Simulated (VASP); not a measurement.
# SbPt (P6_3/mmc) in VASP: a series of runs

Runs on SbPt. Level: PBEsol. Tasks: single point.

Everything below comes from runs of VASP 6.6.1. Logs are shortened: lines on timing, memory, paths and dates and some standing lists are left out, and cuts for length are marked.

### 1 The cell of the first run

The structure is hexagonal, space group P6_3/mmc (No. 194). The conventional cell has a = 4.211 Å, b = 4.211 Å, c = 5.304 Å, α = 90.00°, β = 90.00°, γ = 120.00°. Within 3.7 Å of Sb (site symmetry -6m2) lie 6 Pt at 2.77 Å and 6 Sb at 3.60 Å. Pt (site symmetry -3m) has 2 Pt at 2.65 Å and 6 Sb at 2.77 Å within 3.5 Å.

### 2 Single point, PBEsol (uniaxial strain along c: -3.0 %, then relaxed in part)

Contents of INCAR:

```
  PREC = Accurate
  ENCUT = 520
  EDIFF = 1E-7
  ISMEAR = 0
  SIGMA = 0.1
  LREAL = False
  LASPH = True
  NELM = 100
  ALGO = Normal
  ISIF = 2
  LWAVE = False
  LCHARG = False
  GGA = PS
  NBANDS = 23
```

Contents of KPOINTS:

```
regular mesh
0
Gamma
  12 12 10
```

Contents of POSCAR:

```
SbPt
1.0
    4.2111923303      0.0000000000      0.0000000000
   -2.1055961652      3.6469995383      0.0000000000
    0.0000000000      0.0000000000      5.3044322160
Sb Pt
2 2
Direct
    0.3333333360      0.6666666640      0.2500000000
    0.6666666640      0.3333333360      0.7500000000
    0.0000000000      0.0000000000      0.0000000000
    0.0000000000      0.0000000000      0.5000000000
```

Potentials or basis: VASP PAW PBE potentials, release 64 (Sb, Pt).

The run is started by

```sh
cat potpaw_PBE.64/Sb/POTCAR potpaw_PBE.64/Pt/POTCAR > POTCAR
mpirun -np 1 vasp_std > vasp.out
```

OUTCAR:

```text
PREC = Accurate
   ENCUT = 520
   EDIFF = 1E-7
   ISMEAR = 0
   LREAL = False
   LASPH = True
   NELM = 100
   ISIF = 2
   GGA = PS

 ion  position               nearest neighbor table
   1  0.333  0.667  0.250-   3 2.77   4 2.77   3 2.77   4 2.77   3 2.77   4 2.77   2 3.60   2 3.60
                             2 3.60   2 3.60   2 3.60   2 3.60
   2  0.667  0.333  0.750-   3 2.77   4 2.77   3 2.77   4 2.77   3 2.77   4 2.77   1 3.60   1 3.60
                             1 3.60   1 3.60   1 3.60   1 3.60
   3  0.000  0.000  0.000-   4 2.65   4 2.65   2 2.77   1 2.77   2 2.77   1 2.77   1 2.77   2 2.77

   4  0.000  0.000  0.500-   3 2.65   3 2.65   2 2.77   1 2.77   2 2.77   1 2.77   1 2.77   2 2.77

  LATTYP: Found a hexagonal cell.
 ALAT       =     4.2111923303
 C/A-ratio  =     1.2596034092

  Lattice vectors:

 A1 = (   4.2111923303,   0.0000000000,   0.0000000000)
 A2 = (  -2.1055961652,   3.6469995383,   0.0000000000)
 A3 = (   0.0000000000,   0.0000000000,   5.3044322160)

Analysis of symmetry for initial positions (statically):
=====================================================================
 Subroutine PRICEL returns:
 Original cell was already a primitive cell.

 Routine SETGRP: Setting up the symmetry group for a
 hexagonal supercell.

 Subroutine GETGRP returns: Found 24 space group operations
 (whereof 12 operations were pure point group operations)
 out of a pool of 24 trial point group operations.

The static configuration has the point symmetry D_3d.
 The point group associated with its full space group is D_6h.

Analysis of symmetry for dynamics (positions and initial velocities):
=====================================================================
 Subroutine PRICEL returns:
 Original cell was already a primitive cell.

 Routine SETGRP: Setting up the symmetry group for a
 hexagonal supercell.

 Subroutine GETGRP returns: Found 24 space group operations
 (whereof 12 operations were pure point group operations)
 out of a pool of 24 trial point group operations.

The dynamic configuration has the point symmetry D_3d.
 The point group associated with its full space group is D_6h.

 Subroutine INISYM returns: Found 24 space group operations
 (whereof 12 operations are pure point group operations),
 and found     1 'primitive' translations

----------------------------------------------------------------------------------------

                                     Primitive cell

  volume of cell :      81.4666

  direct lattice vectors                    reciprocal lattice vectors
     4.211192330  0.000000000  0.000000000     0.237462439  0.137099003  0.000000000
    -2.105596165  3.646999538  0.000000000     0.000000000  0.274198006  0.000000000
     0.000000000  0.000000000  5.304432216     0.000000000  0.000000000  0.188521591

  length of vectors
     4.211192330  4.211192330  5.304432216     0.274198006  0.274198006  0.188521591

  position of ions in fractional coordinates (direct lattice)
     0.333333336  0.666666664  0.250000000
     0.666666664  0.333333336  0.750000000
     0.000000000  0.000000000  0.000000000
     0.000000000  0.000000000  0.500000000

  ion indices of the primitive-cell ions
   primitive index   ion index
                 1           1
                 2           2
                 3           3
                 4           4

----------------------------------------------------------------------------------------

 KPOINTS: regular mesh

Automatic generation of k-mesh.
 Grid dimensions read from file:
 generate k-points for:   12   12   10

 Generating k-lattice:

  Cartesian coordinates                     Fractional coordinates (reciprocal lattice)
     0.019788537  0.011424917  0.000000000     0.083333333  0.000000000  0.000000000
     0.000000000  0.022849834  0.000000000     0.000000000  0.083333333  0.000000000
     0.000000000  0.000000000  0.018852159     0.000000000  0.000000000  0.100000000

  Length of vectors
     0.022849834  0.022849834  0.018852159

  Shift w.r.t. Gamma in fractional coordinates (k-lattice)
     0.000000000  0.000000000  0.000000000

 Subroutine IBZKPT returns following result:
 ===========================================

 Found    114 irreducible k-points:

 Following reciprocal coordinates:
            Coordinates               Weight
  0.000000  0.000000  0.000000      1.000000
  0.083333  0.000000  0.000000      6.000000
  0.166667  0.000000  0.000000      6.000000
  0.250000  0.000000  0.000000      6.000000
  0.333333  0.000000  0.000000      6.000000
  0.416667  0.000000  0.000000      6.000000
[... 16 lines left out ...]
  0.250000  0.000000  0.100000     12.000000
  0.333333  0.000000  0.100000     12.000000
 [... further k-points ...]
   k-points           NKPTS =    114   k-points in BZ     NKDIM =    114   number of bands    NBANDS=     23
   number of dos      NEDOS =    301   number of ions     NIONS =      4
   total plane-waves  NPLWV =  40960
   dimension x,y,z NGX =    32 NGY =   32 NGZ =   40
   dimension x,y,z NGXF=    64 NGYF=   64 NGZF=   80
   ions per type =               2   2
   NGX,Y,Z   is equivalent  to a cutoff of  12.63, 12.63, 12.54 a.u.
   NGXF,Y,Z  is equivalent  to a cutoff of  25.27, 25.27, 25.07 a.u.
 SYSTEM =  unknown system
   PREC   = accura    normal or accurate (medium, high low for compatibility)
   ISTART =      0    job   : 0-new  1-cont  2-samecut
   ICHARG =      2    charge: 1-file 2-atom 10-const
   ISPIN  =      1    spin polarized calculation?
   LNONCOLLINEAR =      F non collinear calculations
   LSORBIT =      F    spin-orbit coupling
   LASPH  =      T    aspherical Exc in radial PAW
   ENCUT  =  520.0 eV  38.22 Ry    6.18 a.u.   7.83  7.83  9.86*2*pi/ulx,y,z
   NELM   =    100;   NELMIN=  2; NELMDL= -5     # of ELM steps
   EDIFF  = 0.1E-06   stopping-criterion for ELM
   LREAL  =      F    real-space projection
   EDIFFG = 0.1E-05   stopping-criterion for IOM
   NSW    =      0    number of steps for IOM
   IBRION =     -1    ionic relax: 0-MD 1-quasi-New 2-CG
   NFREE  =      0    steps in history (QN), initial steepest desc. (CG)
   ISIF   =      2    stress and relaxation
   ISYM   =      2    0-nonsym 1-usesym 2-fastsym
   POTIM  = 0.5000    time-step for ionic-motion
   TEBEG  =    0.0;   TEEND  =   0.0 temperature during run
   PSTRESS=    0.0 pullay stress
   NELECT =      30.0000    total number of electrons
   NUPDOWN=      -1.0000    fix difference up-down
   EMIN   =  10.00;   EMAX   =-10.00  energy-range for DOS
   EFERMI =   0.00;   METHOD = LEGACY
   ISMEAR =     0;   SIGMA  =   0.10  broadening in eV -4-tet -1-fermi 0-gaus
   EFERMI_NEDOS =   21; number of points for ismear=-14 and -15
   IALGO  =     38    algorithm
   IMIX   =      4    mixing-type and parameters
     AMIX     =   0.40;   BMIX     =  1.00
     AMIX_MAG =   1.60;   BMIX_MAG =  1.00
  volume/ion in A,a.u.               =      20.37       137.44
  Fermi-wavevector in a.u.,A,eV,Ry     =   1.173425  2.217452 18.734220  1.376926
  Thomas-Fermi vector in A             =   2.309838
   LORBIT       =      0    0 simple, 1 ext, 2 COOP (PROOUT), +10 PAW based schemes
   GGA     = PS    functional components
   LHFCALC =     F    Hartree Fock is set to
   AEXX    =    0.0000 exact exchange contribution
   IVDW    =     0    specifies the selected vdW correction
   LEPSILON=     F    determine dielectric tensor
   LRPA    =     F    only Hartree local field effects (RPA)
 non-spin polarized calculation
 Gauss-broadening in eV      SIGMA  =   0.10
  energy-cutoff  :      520.00
  volume of cell :       81.47
 maximum number of plane-waves:      2211
 NGX is ok and might be reduce to    32
   NGX = 15   NGY = 15   NGZ = 19

 number of electron      30.0000004 magnetization

 Free energy of the ion-electron system (eV)
  ---------------------------------------------------
  ext. energy  EPLUGINS =         0.00000000
  ---------------------------------------------------
  free energy    TOTEN  =       -24.69242315 eV

  energy without entropy =      -24.68177669  energy(sigma->0) =      -24.68709992

 E-fermi :   9.9290     XC(G=0): -11.5604

 val. band max:        9.9184637526   @ k =   0.0000   0.0000   0.1000
 cond. band min:       9.9431376153   @ k =   0.1667   0.0000   0.2000
 fundamental gap:      0.0246738626
 Fermi energy:         9.9289922236

 k-point     1 :       0.0000    0.0000    0.0000
  band No.  band energies     occupation
      1      -2.9772      2.00000
      2       1.1911      2.00000
      3       3.1218      2.00000
      4       3.7083      2.00000
      5       3.8224      2.00000
      6       3.8224      2.00000
[... 15 lines left out ...]
     22      15.1416      0.00000
     23      17.7675      0.00000

 k-point     2 :       0.0833    0.0000    0.0000
  band No.  band energies     occupation
      1      -2.8947      2.00000
      2       1.0682      2.00000
      3       3.2202      2.00000
      4       3.6894      2.00000
      5       3.8449      2.00000
      6       4.0138      2.00000
[... 15 lines left out ...]
     22      15.5016      0.00000
     23      16.9056      0.00000

 k-point     3 :       0.1667    0.0000    0.0000
  band No.  band energies     occupation
      1      -2.6510      2.00000
      2       0.7843      2.00000
      3       3.5097      2.00000
      4       3.6167      2.00000
      5       3.8992      2.00000
      6       4.4910      2.00000
[... 15 lines left out ...]
     22      16.2580      0.00000
     23      16.3245      0.00000

 k-point     4 :       0.2500    0.0000    0.0000
  band No.  band energies     occupation
      1      -2.2585      2.00000
      2       0.4598      2.00000
      3       3.4221      2.00000
      4       3.9504      2.00000
      5       3.9659      2.00000
      6       4.6497      2.00000
[... 15 lines left out ...]
     22      16.0049      0.00000
     23      16.4858      0.00000

 k-point     5 :       0.3333    0.0000    0.0000
  band No.  band energies     occupation
      1      -1.7448      2.00000
      2       0.1452      2.00000
      3       2.9965      2.00000
      4       3.9693      2.00000
      5       4.3511      2.00000
      6       4.5054      2.00000
[... 15 lines left out ...]
     22      15.4260      0.00000
     23      17.0374      0.00000

 k-point     6 :       0.4167    0.0000    0.0000
  band No.  band energies     occupation
      1      -1.1674      2.00000
      2      -0.1797      2.00000
      3       2.4725      2.00000
      4       3.9627      2.00000
      5       4.2067      2.00000
      6       4.8777      2.00000
[... 15 lines left out ...]
     22      15.4367      0.00000
     23      18.3058      0.00000

 k-point     7 :       0.5000    0.0000    0.0000
  band No.  band energies     occupation
      1      -0.6997      2.00000
      2      -0.5226      2.00000
      3       2.2311      2.00000
      4       3.9565      2.00000
      5       4.1689      2.00000
      6       4.9607      2.00000
[... 353 lines left out ...]
     22      15.1741      0.00000
     23      17.5923      0.00000

 k-point    21 :       0.0833    0.0000    0.1000
  band No.  band energies     occupation
      1      -2.8390      2.00000
      2       0.7959      2.00000
      3       3.4220      2.00000
      4       3.7803      2.00000
      5       3.8912      2.00000
      6       4.1596      2.00000
[... 15 lines left out ...]
     22      15.5275      0.00000
     23      16.4036      0.00000

 k-point    22 :       0.1667    0.0000    0.1000
  band No.  band energies     occupation
      1      -2.5970      2.00000
      2       0.6141      2.00000
      3       3.5149      2.00000
      4       3.7084      2.00000
      5       3.9447      2.00000
      6       4.7164      2.00000
[... 15 lines left out ...]
     22      16.2982      0.00000
     23      16.4894      0.00000

 k-point    23 :       0.2500    0.0000    0.1000
  band No.  band energies     occupation
      1      -2.2078      2.00000
      2       0.3707      2.00000
      3       3.5027      2.00000
      4       3.8347      2.00000
      5       3.9950      2.00000
      6       4.6958      2.00000
[... 15 lines left out ...]
     22      16.1836      0.00000
     23      17.1020      0.00000

 k-point    24 :       0.3333    0.0000    0.1000
  band No.  band energies     occupation
      1      -1.6996      2.00000
      2       0.1077      2.00000
      3       3.0575      2.00000
      4       4.0131      2.00000
      5       4.2351      2.00000
      6       4.4604      2.00000
[... 15 lines left out ...]
     22      16.4190      0.00000
     23      17.1074      0.00000

 [... further k-points ...]

------------------------ aborting loop because EDIFF is reached ----------------------------------------

  FORCE on cell =-STRESS in cart. coord.  units (eV):
  Direction    XX          YY          ZZ          XY          YZ          ZX
  --------------------------------------------------------------------------------------
  -------------------------------------------------------------------------------------
  Total       -0.1192738     -0.1192738      3.5342953      0.0000000      0.0000000     -0.0000000
  in kB       -2.3457182     -2.3457182     69.5078299      0.0000000      0.0000000     -0.0000000
  external PRESSURE =      21.6054645 kB  Pullay stress =       0.0000000 kB

 VOLUME and BASIS-vectors are now :
 -----------------------------------------------------------------------------
  energy-cutoff  :      520.00
  volume of cell :       81.47
      direct lattice vectors                 reciprocal lattice vectors
     4.211192330  0.000000000  0.000000000     0.237462439  0.137099003  0.000000000
    -2.105596165  3.646999538  0.000000000     0.000000000  0.274198006  0.000000000
     0.000000000  0.000000000  5.304432216     0.000000000  0.000000000  0.188521591

 POSITION                                       TOTAL-FORCE (eV/Angst)
 -----------------------------------------------------------------------------------
      0.00000      2.43133      1.32611        -0.000000     -0.000000      0.000000
      2.10560      1.21567      3.97832         0.000000      0.000000      0.000000
      0.00000      0.00000      0.00000        -0.000000      0.000000      0.000000
      0.00000      0.00000      2.65222        -0.000000      0.000000      0.000000
 -----------------------------------------------------------------------------------
    total drift:                               -0.000001      0.000001      0.000000

  FREE ENERGIE OF THE ION-ELECTRON SYSTEM (eV)
  ---------------------------------------------------
  free  energy   TOTEN  =       -24.6924231470 eV

  energy  without entropy=      -24.6817766913  energy(sigma->0) =      -24.68709992
```

Wall time 4.7 min (1 thread of Oxide Virtual Turin-like, shared host); peak memory 0.3 GiB.

What came out:

- Free energy: -24.6924 eV
- Pressure: 2.2 GPa
- Band gap on the k mesh: zero (band 15 reaches 12.21 eV, above the bottom of band 16 at 8.15 eV)

Levels at points of the mesh, in eV from the Fermi level:
```tsv
k point	band 12	band 13	band 14	band 15	band 16	band 17	band 18	band 19
(0.00, 0.00, 0.00)	-1.85	-0.26	-0.26	1.24	2.10	2.45	3.36	3.36
(0.50, 0.00, 0.00)	-3.04	-2.68	-1.98	-1.84	-0.79	2.32	4.07	4.36
(0.00, 0.00, 0.50)	-3.65	-1.17	-1.17	2.28	2.28	2.28	2.28	5.20
(0.50, 0.00, 0.50)	-3.24	-3.05	-3.05	0.29	0.29	1.59	1.59	4.30
```

Caveat: the cell differs from its parent crystal (uniaxial strain along c: -3.0 %, then relaxed in part); the PAW data sets were made with another functional, which shifts forces and pressure a little; spin-orbit coupling is left out, which moves the levels of the heavy elements.

### 3 Single point, PBEsol (uniaxial strain along c: -1.5 %, then relaxed in part)

Contents of INCAR:

```
SYSTEM = SbPt
PREC = Accurate ; ENCUT = 520
EDIFF = 1E-6 ; ISMEAR = 0
SIGMA = 0.1 ; LREAL = .False.
LASPH = .True. ; NELM = 60
ALGO = Normal ; ISIF = 2
LWAVE = .False. ; LCHARG = .True.
GGA = PS ; LELF = .True.
LVHAR = .True. ; NBANDS = 23
```

Contents of KPOINTS:

```
Automatic mesh
0
Gamma
  12 12 10
  0 0 0
```

Contents of POSCAR:

```
SbPt
1.0
    4.1903810208      0.0000000000      0.0000000000
   -2.0951905104      3.6289764155      0.0000000000
    0.0000000000      0.0000000000      5.3864595183
Sb Pt
2 2
Direct
    0.3333333339      0.6666666661      0.2500000000
    0.6666666661      0.3333333339      0.7500000000
    0.0000000000      0.0000000000      0.0000000000
    0.0000000000      0.0000000000      0.5000000000
```

Potentials or basis: VASP PAW PBE potentials, release 64 (Sb, Pt).

The run is started by

```sh
cat potpaw_PBE.64/Sb/POTCAR potpaw_PBE.64/Pt/POTCAR > POTCAR
mpirun -np 1 vasp_std > vasp.out
```

Wall time 4.2 min (1 thread of Oxide Virtual Turin-like, shared host); peak memory 0.3 GiB.

It converged, with:

```yaml
Free_energy: -24.7329 eV
Pressure: 0.9 GPa
Band_gap_on_the_k_mesh: zero (band 15 reaches 12.14 eV, above the bottom of band 16 at 8.08 eV)
```

Stress tensor (GPa, compression positive):
```
-0.22  0.00  0.00
 0.00 -0.22  0.00
 0.00  0.00  3.18
```

Levels at points of the mesh, in eV from the Fermi level:
```tsv
k point	band 12	band 13	band 14	band 15	band 16	band 17	band 18	band 19
(0.00, 0.00, 0.00)	-1.97	-0.19	-0.19	1.03	2.21	2.40	3.44	3.44
(0.50, 0.00, 0.00)	-3.04	-2.68	-2.11	-1.95	-0.74	2.14	4.13	4.34
(0.00, 0.00, 0.50)	-3.62	-1.19	-1.19	2.29	2.29	2.29	2.29	5.22
(0.50, 0.00, 0.50)	-3.21	-3.05	-3.05	0.32	0.32	1.63	1.63	4.13
```

Caveat: the cell differs from its parent crystal (uniaxial strain along c: -1.5 %, then relaxed in part); the PAW data sets were made with another functional, which shifts forces and pressure a little; spin-orbit coupling is left out, which moves the levels of the heavy elements.
